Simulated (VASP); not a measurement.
Set up this calculation in VASP 6.6.1, as the native input.

- Task: single point
- Functional: LDA
- Potentials or basis: VASP PAW LDA potentials, release 64 (B, N)
- Cutoff: 520 eV
- k mesh: 10 × 10 × 4
- Occupations: gaussian, width 0.01 eV
- Spin: no spin polarisation
- Dipole correction: no
- Further INCAR settings: ALGO = Normal; EDIFF = 1e-06; NBANDS = 16

The structure of BN lies in POSCAR:

```
BN
1.0
    2.4658216558      0.0000000000      0.0000000000
   -1.2329108279      2.1354641951      0.0000000000
    0.0000000000      0.0000000000      5.3869097413
B N
2 2
Direct
    0.3333333333      0.6666666667      0.2500000000
    0.6666666667      0.3333333333      0.7500000000
    0.3333333333      0.6666666667      0.7500000000
    0.6666666667      0.3333333333      0.2500000000
```

One way to write it, as run:

INCAR

```
ALGO = Normal
EDIFF = 1E-6
ENCUT = 520
ISIF = 2
ISMEAR = 0
LASPH = True
LCHARG = True
LELF = True
LREAL = False
LVHAR = True
LWAVE = False
NBANDS = 16
NELM = 80
PREC = Accurate
SIGMA = 0.01
```

KPOINTS

```
k-points
0
Gamma
  10 10 4
```

Potentials or basis: VASP PAW LDA potentials, release 64 (B, N).

Command:

```console
$ cat potpaw_LDA.64/B/POTCAR potpaw_LDA.64/N/POTCAR > POTCAR
$ mpirun -np 1 vasp_std > vasp.out
```

It gave:

```json
{
 "Pressure": "15.6 GPa",
 "Band gap on the k mesh": "3.77 eV (least direct gap 4.21 eV)"
}
```

Caveat: the cell stands under pressure.

Run time: 19 s on 1 thread of Intel Xeon 8259CL, with other jobs on the host, peak memory 0.13 GiB.
